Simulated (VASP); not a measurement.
# AlN in VASP: settings compared

Aim: see how the results for AlN move with the level of theory and the settings. Levels: LDA, PBE. Tasks: single point.

Everything below comes from runs of VASP 6.6.1. Logs are shortened: lines on timing, memory, paths and dates and some standing lists are left out, and cuts for length are marked.

## Step 1: The cell of the first run

The typed cell holds 4 atoms: a = 3.130 Å, b = 3.130 Å, c = 5.017 Å, α = 90.00°, β = 90.00°, γ = 120.00°.

## Step 2: Single point, LDA

File INCAR:

```
PREC = Accurate ; ENCUT = 600
EDIFF = 1E-6 ; ISMEAR = -1
SIGMA = 0.01 ; LREAL = False
LASPH = True ; NELM = 120
ALGO = Normal ; ISIF = 2
LWAVE = False ; LCHARG = False
GGA = CA ; NBANDS = 16
GGA_COMPAT = False
```

File KPOINTS:

```
Automatic mesh
0
Gamma
  10 10 6
```

File POSCAR:

```
AlN
1.0
    3.1297569564      0.0000000289      0.0000000000
   -1.5648785032      2.7104490175      0.0000000000
    0.0000000000      0.0000000000      5.0174032965
Al N
2 2
Direct
    0.6671048053      0.3329323774      0.5000247805
    0.3329323767      0.6671048053      1.0000247803
    0.6639230873      0.3360397295      0.8799752191
    0.3360397288      0.6639230873      0.3799752193
```

Potentials or basis: VASP PAW LDA potentials, release 64 (Al, N).

Launch:

```
$ cat potpaw_LDA.64/Al/POTCAR potpaw_LDA.64/N/POTCAR > POTCAR
$ mpirun -np 1 vasp_std > vasp.out
```

OUTCAR:

```text
PREC = Accurate
   ENCUT = 600
   EDIFF = 1E-6
   ISMEAR = -1
   LREAL = False
   LASPH = True
   NELM = 120
   ISIF = 2
   GGA = CA

 ion  position               nearest neighbor table
   1  0.667  0.333  0.500-   4 1.89   3 1.91   4 1.91   4 1.91   2 3.09   2 3.09   2 3.09   2 3.09
                             2 3.09   2 3.09
   2  0.333  0.667  0.000-   3 1.89   4 1.91   3 1.91   3 1.91   1 3.09   1 3.09   1 3.09   1 3.09
                             1 3.09   1 3.09
   3  0.664  0.336  0.880-   2 1.89   1 1.91   2 1.91   2 1.91
   4  0.336  0.664  0.380-   1 1.89   2 1.91   1 1.91   1 1.91

  LATTYP: Found a hexagonal cell.
 ALAT       =     3.1297569564
 C/A-ratio  =     1.6031287306

  Lattice vectors:

 A1 = (   3.1297569564,   0.0000000289,   0.0000000000)
 A2 = (  -1.5648785032,   2.7104490175,   0.0000000000)
 A3 = (   0.0000000000,   0.0000000000,   5.0174032965)

Analysis of symmetry for initial positions (statically):
=====================================================================
 Subroutine PRICEL returns:
 Original cell was already a primitive cell.

 Routine SETGRP: Setting up the symmetry group for a
 hexagonal supercell.

 Subroutine GETGRP returns: Found  2 space group operations
 (whereof  1 operations were pure point group operations)
 out of a pool of 24 trial point group operations.

The static configuration has the point symmetry C_1 .
 The point group associated with its full space group is C_1h.

Analysis of symmetry for dynamics (positions and initial velocities):
=====================================================================
 Subroutine PRICEL returns:
 Original cell was already a primitive cell.

 Routine SETGRP: Setting up the symmetry group for a
 hexagonal supercell.

 Subroutine GETGRP returns: Found  2 space group operations
 (whereof  1 operations were pure point group operations)
 out of a pool of 24 trial point group operations.

The dynamic configuration has the point symmetry C_1 .
 The point group associated with its full space group is C_1h.

 Subroutine INISYM returns: Found  2 space group operations
 (whereof  1 operations are pure point group operations),
 and found     1 'primitive' translations

----------------------------------------------------------------------------------------

                                     Primitive cell

  volume of cell :      42.5629

  direct lattice vectors                    reciprocal lattice vectors
     3.129756956  0.000000029  0.000000000     0.319513626  0.184471282  0.000000000
[... 89 lines left out ...]
   NELM   =    120;   NELMIN=  2; NELMDL= -5     # of ELM steps
   EDIFF  = 0.1E-05   stopping-criterion for ELM
   LREAL  =      F    real-space projection
   EDIFFG = 0.1E-04   stopping-criterion for IOM
   NSW    =      0    number of steps for IOM
   IBRION =     -1    ionic relax: 0-MD 1-quasi-New 2-CG
   NFREE  =      0    steps in history (QN), initial steepest desc. (CG)
   ISIF   =      2    stress and relaxation
   ISYM   =      2    0-nonsym 1-usesym 2-fastsym
   POTIM  = 0.5000    time-step for ionic-motion
   TEBEG  =    0.0;   TEEND  =   0.0 temperature during run
   PSTRESS=    0.0 pullay stress
   NELECT =      16.0000    total number of electrons
   NUPDOWN=      -1.0000    fix difference up-down
   EMIN   =  10.00;   EMAX   =-10.00  energy-range for DOS
   EFERMI =   0.00;   METHOD = LEGACY
   ISMEAR =    -1;   SIGMA  =   0.01  broadening in eV -4-tet -1-fermi 0-gaus
   EFERMI_NEDOS =   21; number of points for ismear=-14 and -15
   IALGO  =     38    algorithm
   IMIX   =      4    mixing-type and parameters
     AMIX     =   0.40;   BMIX     =  1.00
     AMIX_MAG =   1.60;   BMIX_MAG =  1.00
  volume/ion in A,a.u.               =      10.64        71.81
  Fermi-wavevector in a.u.,A,eV,Ry     =   1.181511  2.232733 18.993310  1.395969
  Thomas-Fermi vector in A             =   2.317783
   LORBIT       =      0    0 simple, 1 ext, 2 COOP (PROOUT), +10 PAW based schemes
   GGA     = CA    functional components
   LHFCALC =     F    Hartree Fock is set to
   AEXX    =    0.0000 exact exchange contribution
   IVDW    =     0    specifies the selected vdW correction
   LEPSILON=     F    determine dielectric tensor
   LRPA    =     F    only Hartree local field effects (RPA)
 non-spin polarized calculation
  energy-cutoff  :      600.00
  volume of cell :       42.56
 maximum number of plane-waves:      1448
 NGX is ok and might be reduce to    28
   NGX = 13   NGY = 13   NGZ = 21

 number of electron      16.0000000 magnetization

 Free energy of the ion-electron system (eV)
  ---------------------------------------------------
  ext. energy  EPLUGINS =         0.00000000
  ---------------------------------------------------
  free energy    TOTEN  =       -32.80148036 eV

  energy without entropy =      -32.80148036  energy(sigma->0) =      -32.80148036

 E-fermi :   5.8662     XC(G=0): -11.1637

 val. band max:        5.6791295077   @ k =   0.0000   0.0000   0.0000
 cond. band min:       9.7696269949   @ k =   0.0000   0.0000   0.0000
 fundamental gap:      4.0904974872
 Fermi energy:         5.8662411682

 k-point     1 :       0.0000    0.0000    0.0000
  band No.  band energies     occupation
      1      -9.2067      2.00000
      2      -7.0486      2.00000
      3      -0.2675      2.00000
      4       4.8283      2.00000
      5       4.9021      2.00000
      6       5.5058      2.00000
[... 433 lines left out ...]
      3       1.3932      2.00000
      4       1.7690      2.00000
      5       1.9132      2.00000
      6       3.5731      2.00000
[... 8 lines left out ...]
     15      17.6348      0.00000
     16      19.8533      0.00000

 [... further k-points ...]
[... 5 lines left out ...]
  --------------------------------------------------------------------------------------
  -------------------------------------------------------------------------------------
  Total       -1.9912696     -2.2254770     -1.8210773     -0.2028295     -0.0008588     -0.0004958
  in kB      -74.9565831    -83.7727599    -68.5500985     -7.6350327     -0.0323258     -0.0186632
  external PRESSURE =     -75.7598138 kB  Pullay stress =       0.0000000 kB

 VOLUME and BASIS-vectors are now :
 -----------------------------------------------------------------------------
  energy-cutoff  :      600.00
  volume of cell :       42.56
      direct lattice vectors                 reciprocal lattice vectors
     3.129756956  0.000000029  0.000000000     0.319513626  0.184471282  0.000000000
    -1.564878503  2.710449017  0.000000000    -0.000000003  0.368942558  0.000000000
     0.000000000  0.000000000  5.017403297     0.000000000  0.000000000  0.199306283

 POSITION                                       TOTAL-FORCE (eV/Angst)
 -----------------------------------------------------------------------------------
      1.56688      0.90240      2.50883         0.110297     -0.065459     -0.085903
     -0.00194      1.80815      0.00012        -0.111838      0.062790     -0.085903
      1.55206      0.91082      4.41519         0.177275     -0.100571      0.085903
      0.01276      1.79953      1.90649        -0.175734      0.103239      0.085903
 -----------------------------------------------------------------------------------
    total drift:                                0.000000      0.000000      0.000679

  FREE ENERGIE OF THE ION-ELECTRON SYSTEM (eV)
  ---------------------------------------------------
  free  energy   TOTEN  =       -32.8014803611 eV

  energy  without entropy=      -32.8014803610  energy(sigma->0) =      -32.80148036
```

stdout:

```text
POSCAR found type information on POSCAR AlN
 POSCAR found :  2 types and       4 ions
 scaLAPACK will be used
 LDA part: xc-table for (Slater(with rela. corr.)+CA(PZ))
 , standard interpolation
 POSCAR, INCAR and KPOINTS ok, starting setup
 FFT: planning ... GRIDC
 FFT: planning ... GRID_SOFT
 FFT: planning ... GRID
 WAVECAR not read
 entering main loop
```

Wall time 50 s (1 thread of Intel Xeon 6975P-C (Granite Rapids), shared host); peak memory 0.23 GiB.

What came out:

```
Free energy            : -32.8015 eV
Pressure               : -7.6 GPa
Largest force          : 0.221 eV/Å
Band gap on the k mesh : 4.09 eV
```

Forces on the atoms (eV/Å):
```
Al   0.110 -0.065 -0.086
Al  -0.112  0.063 -0.086
N    0.177 -0.101  0.086
N   -0.176  0.103  0.086
```

Stress tensor (GPa, compression positive):
```
-7.50 -0.76  0.00
-0.76 -8.38  0.00
 0.00  0.00 -6.86
```

Caveat: the cell stands under tension. A k mesh can miss the band edges.

## Step 3: Single point, PBE

File INCAR:

```
PREC = Accurate
ENCUT = 600
EDIFF = 1E-6
ISMEAR = 0
SIGMA = 0.01
LREAL = False
LASPH = True
NELM = 120
ALGO = Normal
ISIF = 2
LWAVE = False
LCHARG = False
GGA = PE
NBANDS = 16
GGA_COMPAT = False
```

File KPOINTS:

```
regular mesh
0
Gamma
  10 10 6
```

POSCAR is that of step 2.

Potentials or basis: VASP PAW PBE potentials, release 64 (Al, N).

Launch:

```
$ cat potpaw_PBE.64/Al/POTCAR potpaw_PBE.64/N/POTCAR > POTCAR
$ mpirun -np 1 vasp_std > vasp.out
```

Wall time 53 s (1 thread of Intel Xeon 6975P-C (Granite Rapids), shared host); peak memory 0.25 GiB.

It converged, with:

| Quantity | Value |
| --- | --- |
| Free energy | -29.7801 eV |
| Pressure | -0.2 GPa |
| Largest force | 0.228 eV/Å |
| Band gap on the k mesh | 4.07 eV |

Forces in eV/Å, atoms in the order of the input:
```
Al   0.115 -0.068 -0.094
Al  -0.116  0.065 -0.094
N    0.180 -0.102  0.094
N   -0.179  0.105  0.094
```

Stress tensor (GPa, compression positive):
```
-0.12 -0.81  0.00
-0.81 -1.06  0.00
 0.00  0.00  0.43
```

Levels at points of the mesh, in eV from the valence-band top:
| k point | band 4 | band 5 | band 6 | band 7 | band 8 | band 9 | band 10 | band 11 | band 12 | band 13 |
| --- | --- | --- | --- | --- | --- | --- | --- | --- | --- | --- |
| (0.00, 0.00, 0.00) | -0.85 | -0.77 | -0.17 | -0.16 | 0.00 | 4.07 | 6.53 | 10.46 | 11.02 | 11.10 |
| (0.50, 0.00, 0.00) | -4.06 | -3.30 | -2.03 | -1.70 | -0.66 | 5.72 | 5.80 | 8.03 | 10.18 | 10.81 |
| (0.50, 0.50, 0.00) | -4.15 | -3.24 | -2.00 | -1.81 | -0.63 | 5.75 | 5.88 | 8.09 | 10.15 | 10.82 |
| (0.00, 0.00, 0.50) | -3.29 | -0.52 | -0.52 | -0.47 | -0.47 | 6.33 | 6.33 | 10.19 | 10.19 | 11.35 |
| (0.50, 0.00, 0.50) | -5.49 | -1.42 | -1.42 | -1.34 | -1.34 | 5.28 | 5.28 | 9.17 | 9.17 | 11.64 |
| (0.50, 0.50, 0.50) | -5.52 | -1.39 | -1.39 | -1.31 | -1.31 | 5.23 | 5.23 | 9.20 | 9.20 | 11.60 |

A k mesh can miss the band edges.
